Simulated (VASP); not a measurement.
# SnO (F-43m) in VASP: a series of runs, part 3 of 3

VASP 6.6.1. Earlier steps stand in the parts before.

## 5. Single point, PBE-based screened hybrid with 20 % exact exchange

POSCAR

```
SnO
1.0
    0.0000000000      2.7082147176      2.7082147176
    2.7082147176      0.0000000000      2.7082147176
    2.7082147176      2.7082147176      0.0000000000
Sn O
1 1
Direct
    0.0000000000      0.0000000000      0.0000000000
    0.2500000000      0.2500000000      0.2500000000
```

INCAR.step1

```
ALGO = Normal
EDIFF = 1E-5
ENCUT = 520
GGA = PE
GGA_COMPAT = F
ISIF = 2
ISMEAR = -1
LASPH = T
LCHARG = F
LREAL = F
LWAVE = T
NBANDS = 17
NELM = 120
PREC = Accurate
SIGMA = 0.02
```

INCAR.step2

```
AEXX = 0.2
ALGO = Normal
EDIFF = 1E-6
ENCUT = 520
GGA = PE
GGA_COMPAT = F
HFSCREEN = 0.2078
ISIF = 2
ISMEAR = -1
ISTART = 1
LASPH = T
LCHARG = F
LHFCALC = T
LREAL = F
LWAVE = F
NBANDS = 17
NELM = 120
PREC = Accurate
PRECFOCK = Normal
SIGMA = 0.02
```

KPOINTS

```
k-points
0
Gamma
  4 4 4
```

Potentials or basis: VASP PAW PBE potentials, release 64 (Sn_d, O).

Run with:

```console
> cat potpaw_PBE.64/Sn_d/POTCAR potpaw_PBE.64/O/POTCAR > POTCAR
> cp INCAR.step1 INCAR
> mpirun -np 1 vasp_std > vasp.out
> cp INCAR.step2 INCAR
> mpirun -np 1 vasp_std > vasp.out
```

OUTCAR:

```text
AEXX = 0.2
   EDIFF = 1E-6
   ENCUT = 520
   GGA = PE
   HFSCREEN = 0.2078
   ISIF = 2
   ISMEAR = -1
   ISTART = 1
   LASPH = T
   LHFCALC = T
   LREAL = F
   NELM = 120
   PREC = Accurate
   PRECFOCK = Normal

 ion  position               nearest neighbor table
   1  0.000  0.000  0.000-   2 2.35   2 2.35   2 2.35   2 2.35
   2  0.250  0.250  0.250-   1 2.35   1 2.35   1 2.35   1 2.35

  LATTYP: Found a face centered cubic cell.
 ALAT       =     5.4164294352

  Lattice vectors:

 A1 = (   0.0000000000,   2.7082147176,   2.7082147176)
 A2 = (   2.7082147176,   0.0000000000,   2.7082147176)
 A3 = (   2.7082147176,   2.7082147176,   0.0000000000)

Analysis of symmetry for initial positions (statically):
=====================================================================
 Subroutine PRICEL returns:
 Original cell was already a primitive cell.

 Routine SETGRP: Setting up the symmetry group for a
 face centered cubic supercell.

 Subroutine GETGRP returns: Found 24 space group operations
 (whereof 24 operations were pure point group operations)
 out of a pool of 48 trial point group operations.

The static configuration has the point symmetry T_d .

Analysis of symmetry for dynamics (positions and initial velocities):
=====================================================================
 Subroutine PRICEL returns:
 Original cell was already a primitive cell.

 Routine SETGRP: Setting up the symmetry group for a
 face centered cubic supercell.

 Subroutine GETGRP returns: Found 24 space group operations
 (whereof 24 operations were pure point group operations)
 out of a pool of 48 trial point group operations.

[... 102 lines left out ...]
     AMIX     =   0.40;   BMIX     =  1.00
     AMIX_MAG =   1.60;   BMIX_MAG =  1.00
  volume/ion in A,a.u.               =      19.86       134.04
  Fermi-wavevector in a.u.,A,eV,Ry     =   1.302342  2.461070 23.076772  1.696095
  Thomas-Fermi vector in A             =   2.433416
   LORBIT       =      0    0 simple, 1 ext, 2 COOP (PROOUT), +10 PAW based schemes
   GGA     = PE    functional components
   LHFCALC =     T    Hartree Fock is set to
   PRECFOCK=normal    Normal, Fast or Accurate (Low or Medium for compatibility)
   ENCUT4O =  -1.0   cutoff for four orbital integrals eV
   NKREDX  =     1    reduce k-point grid by
   NKREDY  =     1    reduce k-point grid by
   NKREDZ  =     1    reduce k-point grid by
   AEXX    =    0.2000 exact exchange contribution
   HFSCREEN=    0.2078 screening length (either q_TF or 0.3 A-1)
   HFSCREENC=   0.2078 screening length for correlation (either q_TF or 0.3 A-1)
   ENCUTFOCK=  -1.0 apply spherical cutoff to Coloumb kernel
   IVDW    =     0    specifies the selected vdW correction
   LEPSILON=     F    determine dielectric tensor
   LRPA    =     F    only Hartree local field effects (RPA)
 non-spin polarized calculation
  energy-cutoff  :      520.00
  volume of cell :       39.73
 maximum number of plane-waves:      1090
  NGX = 24; NGY = 24; NGZ = 24

 number of electron      19.9999996 magnetization

 Free energy of the ion-electron system (eV)
  ---------------------------------------------------
  ext. energy  EPLUGINS =         0.00000000
  ---------------------------------------------------
  free energy    TOTEN  =       -12.29698256 eV

  energy without entropy =      -12.29438283  energy(sigma->0) =      -12.29568270

 E-fermi :   5.9842     XC(G=0):  -8.3461

 val. band max:        5.9841931878   @ k =  -0.2500   0.5000   0.2500
 cond. band min:       7.4254692540   @ k =   0.5000   0.2500   0.0000
 fundamental gap:      1.4412760662
 Fermi energy:         5.9841939670

 k-point     1 :       0.0000    0.0000    0.0000
  band No.  band energies     occupation
      1     -17.6110      2.00000
      2     -17.6110      2.00000
      3     -17.6110      2.00000
      4     -17.5563      2.00000
      5     -17.5563      2.00000
      6     -14.9437      2.00000
[... 137 lines left out ...]
      4     -17.5468      2.00000
      5     -17.5410      2.00000
      6     -14.0988      2.00000
[... 9 lines left out ...]
     16      19.6320      0.00000
     17      20.5911      0.00000

------------------------ aborting loop because EDIFF is reached ----------------------------------------

  FORCE on cell =-STRESS in cart. coord.  units (eV):
  Direction    XX          YY          ZZ          XY          YZ          ZX
  --------------------------------------------------------------------------------------
  -------------------------------------------------------------------------------------
  Total       -0.0609531     -0.0609531     -0.0609531     -0.0000000     -0.0000000      0.0000000
  in kB       -2.4582566     -2.4582566     -2.4582566     -0.0000000     -0.0000000      0.0000000
  external PRESSURE =      -2.4582566 kB  Pullay stress =       0.0000000 kB

 VOLUME and BASIS-vectors are now :
 -----------------------------------------------------------------------------
  energy-cutoff  :      520.00
  volume of cell :       39.73
      direct lattice vectors                 reciprocal lattice vectors
     0.000000000  2.708214718  2.708214718    -0.184623470  0.184623470  0.184623470
     2.708214718  0.000000000  2.708214718     0.184623470 -0.184623470  0.184623470
     2.708214718  2.708214718  0.000000000     0.184623470  0.184623470 -0.184623470

 POSITION                                       TOTAL-FORCE (eV/Angst)
 -----------------------------------------------------------------------------------
      0.00000      0.00000      0.00000         0.000000      0.000000      0.000000
      1.35411      1.35411      1.35411        -0.000000     -0.000000     -0.000000
 -----------------------------------------------------------------------------------
    total drift:                               -0.000015     -0.000003     -0.000003

  FREE ENERGIE OF THE ION-ELECTRON SYSTEM (eV)
  ---------------------------------------------------
  free  energy   TOTEN  =       -12.2969825650 eV

  energy  without entropy=      -12.2943828304  energy(sigma->0) =      -12.29568270
```

OUTCAR.step1:

```text
EDIFF = 1E-5
   ENCUT = 520
   GGA = PE
   ISIF = 2
   ISMEAR = -1
[... 361 lines left out ...]
 -----------------------------------------------------------------------------------
      0.00000      0.00000      0.00000        -0.000000      0.000000      0.000000
      1.35411      1.35411      1.35411         0.000000     -0.000000     -0.000000
 -----------------------------------------------------------------------------------
    total drift:                                0.000000      0.000000      0.000000

  FREE ENERGIE OF THE ION-ELECTRON SYSTEM (eV)
  ---------------------------------------------------
  free  energy   TOTEN  =       -10.4817411173 eV

  energy  without entropy=      -10.4791400112  energy(sigma->0) =      -10.48044056
```

Run time: 14 min. Hardware: 1 thread of Intel Xeon 8259CL, shared host; peak memory 0.28 GiB.

What came out:

| Quantity | Value |
| --- | --- |
| Free energy | -12.2970 eV |
| Pressure | -0.2 GPa |
| Band gap on the k mesh | zero (bands 10 and 11 overlap by 0.22 eV) |

Levels at points of the mesh, in eV from the Fermi level:
```csv
k point,band 6,band 7,band 8,band 9,band 10,band 11,band 12,band 13,band 14,band 15
"(0.00, 0.00, 0.00)",-20.93,-6.88,-4.39,-4.39,-4.39,5.07,5.07,5.07,9.65,12.09
"(0.50, 0.00, 0.00)",-20.28,-8.84,-4.83,-4.83,-2.61,1.95,5.19,5.19,9.06,11.75
"(0.50, 0.50, 0.00)",-20.10,-8.63,-5.61,-5.61,-0.52,-0.22,5.86,5.89,5.89,10.87
```

Caveat: the k points lie up to 0.50 Å⁻¹ apart; the structure was generated, so it needn't be the stable form of SnO; the PAW data sets were made with another functional, which shifts forces and pressure a little; spin-orbit coupling is left out, which moves the levels of the heavy elements.

## 6. Summary

```csv
level,spin,k mesh,cutoff (eV),grid for exact exchange (PRECFOCK),share of exact exchange,screening parameter,gap on the mesh (eV),pressure (GPa)
PBEsol,off,6 × 6 × 6,600,-,-,-,none,-1.1
PBEsol,"collinear, zero start",6 × 6 × 6,600,-,-,-,none,-1.1
HF,off,4 × 4 × 4,520,Normal,1,-,none,2.6
PBE-based screened hybrid with 20 % exact exchange,off,4 × 4 × 4,520,Normal,0.2,0.2078 1/Å,none,-0.2
```

Alike in all rows: task single point; potentials or basis VASP PAW PBE potentials, release 64 (Sn_d, O); cell as given; smearing fermi-dirac 0.02 eV.

Caveats: some runs use coarse meshes; the structure was generated, so it needn't be the stable form of SnO; the PAW data sets were made with another functional, which shifts forces and pressure a little; spin-orbit coupling is left out, which moves the levels of the heavy elements; semilocal functionals underestimate gaps, and a narrow one can read as zero (at least some runs).

Absolute energies hang on the potentials; compare differences alone.

The gap in the log of VASP goes by the Fermi energy; the results here count the filled bands.